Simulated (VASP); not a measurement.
The system is CsBr.

```
Cs Br
1.0
     4.31960    0.00000    0.00000
     0.00000    4.31960    0.00000
     0.00000    0.00000    4.31960
Cs Br
1 1
Direct
  0.00000 0.00000 0.00000
  0.50000 0.50000 0.50000
```

Program: VASP 6.6.1. Alike in all runs: task single point; potentials or basis VASP PAW PBE potentials, release 64 (Cs_sv, Br); no spin polarisation; cell as given; smearing gaussian 0.01 eV.

Q: Order these runs on this cell by their band gap on the k mesh, lowest first.
A. level HSE06; k mesh 4 × 4 × 4; cutoff (eV) 400; grid for exact exchange (PRECFOCK) Normal; share of exact exchange 0.25; screening parameter 0.2079 1/Å
B. level r2SCAN; k mesh 6 × 6 × 6; cutoff (eV) 550
C. level PBE; k mesh 6 × 6 × 6; cutoff (eV) 500

A: C (4.42 eV), B (5.19 eV), A (5.60 eV).

Caveats: spin-orbit coupling is left out, which moves the levels of the heavy elements.

A k mesh can miss the band edges.
